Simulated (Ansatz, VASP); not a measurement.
**Pb in VASP and in Ansatz**

Contents of INCAR:

```
SYSTEM = Pb
PREC = Accurate
ENCUT = 520
EDIFF = 1E-6
ISMEAR = -1
SIGMA = 0.1
LREAL = .FALSE.
LASPH = .TRUE.
NELM = 100
ALGO = Normal
ISIF = 2
LWAVE = .FALSE.
LCHARG = .FALSE.
GGA = PE
NBANDS = 21
```

Contents of KPOINTS:

```
Automatic mesh
0
G
  12 12 6
  0 0 0
```

POSCAR

```
Pb
1.0
    3.6910293880      0.0000000000      0.0000000000
   -1.8455146940      3.1965252161      0.0000000000
    0.0000000000      0.0000000000      6.0522966666
Pb
2
Direct
    0.3333333333      0.6666666667      0.2500000000
    0.6666666667      0.3333333333      0.7500000000
```

Input for Ansatz:

```yaml
crystal:
  lattice:
    - [3.691029388, 0.0, 0.0]
    - [-1.845514694, 3.1965252161, 0.0]
    - [0.0, 0.0, 6.0522966666]
  atoms:
    - { symbol: Pb, position: [0.3333333333, 0.6666666667, 0.25] }
    - { symbol: Pb, position: [0.6666666667, 0.3333333333, 0.75] }
hamiltonian:
  xc: pbe
  pseudopotentials:
    kind: paw
    azcp:
      Pb: "pseudopotentials/Pb.paw.azcp"
basis:
  ecutwfc: 420
  fft_grid_basis: typed
kpoints:
  mp_grid: { grid: [12, 12, 6], shift: [0, 0, 0] }
magnetization:
  spin_polarized: false
scf:
  occupations: { method: fermi_dirac, width: 0.1 }
  lower_state_search: "off"
output:
  stress: true
  write_density: true
  write_potential: true
  elf: true
  volumetric_format: npy
```

Alike in both runs: task single point; functional PBE; k mesh 12 × 12 × 6; occupations fermi-dirac, width 0.1 eV; no spin polarisation.

|  | VASP | Ansatz |
| --- | --- | --- |
| version | VASP 6.6.1 | Ansatz 0.2.0 |
| potentials or method | VASP PAW PBE potentials, release 64 (Pb_d), cutoff 520 eV | plane waves (420 eV) with PAW, scalar-relativistic |
| valence electrons in the cell | 28 | 28 |

```csv
,VASP,Ansatz,Ansatz less VASP
pressure (GPa),-3.5,-3.4,+0.03
"traceless stress, the component that is largest in VASP (GPa)",0.18,0.18,-0.001
```

Spin-orbit coupling is off throughout.
